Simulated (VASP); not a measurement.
**Si41H16Cl4: single point with PBE**

Si41H16Cl4, a slab with vacuum:

```
CELL_PARAMETERS angstrom
7.67918 0.00000 0.00000
0.00000 15.35836 0.00000
0.00000 0.00000 21.25550
ATOMIC_POSITIONS crystal
H 0.40939 0.00000 0.04705
H 0.09061 0.00000 0.04705
H 0.90939 0.00000 0.04705
H 0.59061 0.00000 0.04705
H 0.40939 0.25000 0.04705
H 0.09061 0.25000 0.04705
H 0.90939 0.25000 0.04705
H 0.59061 0.25000 0.04705
H 0.40939 0.50000 0.04705
H 0.09061 0.50000 0.04705
H 0.90939 0.50000 0.04705
H 0.59061 0.50000 0.04705
H 0.40939 0.75000 0.04705
H 0.09061 0.75000 0.04705
H 0.90939 0.75000 0.04705
H 0.59061 0.75000 0.04705
Si 0.25000 0.00000 0.08777
Si 0.75000 0.00000 0.08777
Si 0.25000 0.25000 0.08777
Si 0.75000 0.25000 0.08777
Si 0.25000 0.50000 0.08777
Si 0.75000 0.50000 0.08777
Si 0.25000 0.75000 0.08777
Si 0.75000 0.75000 0.08777
Si 0.27345 0.12759 0.12464
Si 0.75825 0.12292 0.13770
Si 0.25692 0.37900 0.14210
Si 0.73113 0.37813 0.13671
Si 0.25939 0.62305 0.14425
Si 0.73882 0.62656 0.15055
Si 0.25373 0.87802 0.14655
Si 0.75431 0.87993 0.14345
Si 0.01569 0.05718 0.15875
Si 0.49960 0.09535 0.18461
Si 0.98931 0.41064 0.18297
Si 0.50278 0.38476 0.19811
Si 0.00672 0.68492 0.18431
Si 0.50185 0.64924 0.20739
Si 0.99915 0.88247 0.19920
Si 0.50660 0.88408 0.19902
Si 0.99479 0.99516 0.26590
Si 0.50673 0.99880 0.26607
Si 0.96527 0.22338 0.20276
Si 0.50679 0.24645 0.24319
Si 0.95910 0.54172 0.23905
Si 0.53568 0.51192 0.26497
Si 0.95713 0.77614 0.27311
Si 0.53810 0.77564 0.26903
Si 0.24204 0.04188 0.33737
Si 0.74663 0.03138 0.33517
Si 0.23624 0.08566 0.23554
Si 0.79775 0.11217 0.24395
Si 0.24952 0.56753 0.23973
Si 0.78422 0.52939 0.33982
Si 0.24715 0.72398 0.26918
Si 0.75614 0.64963 0.26706
Si 0.00788 0.28002 0.31681
Cl 0.71709 0.36235 0.30974
Cl 0.42673 0.27863 0.33899
Cl 0.14972 0.39450 0.29043
Cl 0.03818 0.29388 0.40665
```

| Property | Result |
| --- | --- |
| Program | VASP 6.6.1 |
| Task | single point |
| Functional | PBE |
| Potentials or basis | VASP PAW PBE potentials, release 64 (H, Si, Cl) |
| Cutoff | 520 eV |
| k mesh | 1 × 1 × 1 |
| Occupations | fermi-dirac, width 0.02 eV |
| Spin | no spin polarisation |

- Largest force: 4.356 eV/Å

Forces on the atoms (eV/Å):
```
H   -0.006 -0.194 -0.468
H    0.645 -0.188 -0.452
H   -0.674 -0.045 -0.347
H    0.121 -0.034 -0.322
H   -0.501  0.099 -0.223
H    0.704 -0.069 -0.103
H   -0.733 -0.042 -0.079
H    0.587 -0.146 -0.143
H   -0.808  0.249 -0.099
H    0.915  0.079 -0.127
H   -0.811  0.132  0.136
H    0.789  0.318 -0.046
H   -0.438  0.177 -0.203
H    0.747 -0.162  0.114
H   -0.763 -0.066  0.008
H    0.420  0.089 -0.228
Si  -0.473 -1.888 -2.628
Si   0.234 -0.551 -2.545
Si  -0.532  3.638 -2.336
Si   0.264  0.259 -1.623
Si  -0.062  0.546 -2.505
Si  -0.081  2.049 -1.706
Si   0.343  0.308 -0.870
Si  -0.097 -0.266 -0.809
Si  -0.179 -1.252  2.942
Si  -0.456  0.719  0.386
Si  -0.810 -0.861  0.435
Si   0.676 -1.503  0.779
Si   0.197  1.101 -1.532
Si   0.336  0.024 -1.257
Si   0.098 -0.902 -0.061
Si  -0.128 -1.260 -0.001
Si  -0.132 -0.351  0.521
Si   1.210  1.285  0.346
Si   0.126 -0.686  1.034
Si  -0.526  0.556  1.368
Si  -0.138 -0.259  0.379
Si  -0.146 -0.194 -0.454
Si   0.198 -0.365  0.233
Si  -0.046 -0.029  0.358
Si   0.199 -0.048  1.270
Si  -0.598  0.145  0.912
Si   1.067  0.224  0.813
Si   0.161 -0.807  1.050
Si  -0.092 -0.300 -0.095
Si  -0.677  0.488  0.122
Si   0.721 -1.349  0.676
Si  -0.978 -1.366  0.942
Si   0.071 -0.348 -0.741
Si   0.303  0.428 -0.472
Si  -0.756  1.777  1.471
Si  -0.356  0.587  1.170
Si   0.829  0.083  3.265
Si  -0.307  0.506 -0.929
Si  -0.157 -0.579  0.473
Si   0.218  1.628  1.558
Si  -1.009  0.196 -2.696
Cl   2.490 -0.492  0.223
Cl  -1.196 -1.559 -0.227
Cl  -0.008  0.583  0.119
Cl   0.005 -0.116  3.229
```

Levels at points of the mesh, in eV from the Fermi level:
| k point | band 102 | band 103 | band 104 | band 105 | band 106 | band 107 |
| --- | --- | --- | --- | --- | --- | --- |
| (0.00, 0.00, 0.00) | -0.44 | -0.33 | -0.09 | 0.09 | 0.23 | 0.42 |

It took 15 min on 1 thread of Intel(R) Xeon(R) 6975P-C (Granite Rapids) (shared host), peak memory 1.9 GiB.

Caveat: the k points lie up to 0.82 Å⁻¹ apart, too coarse for converged energies, forces and pressures; there is no dipole correction, which matters where the two faces differ.
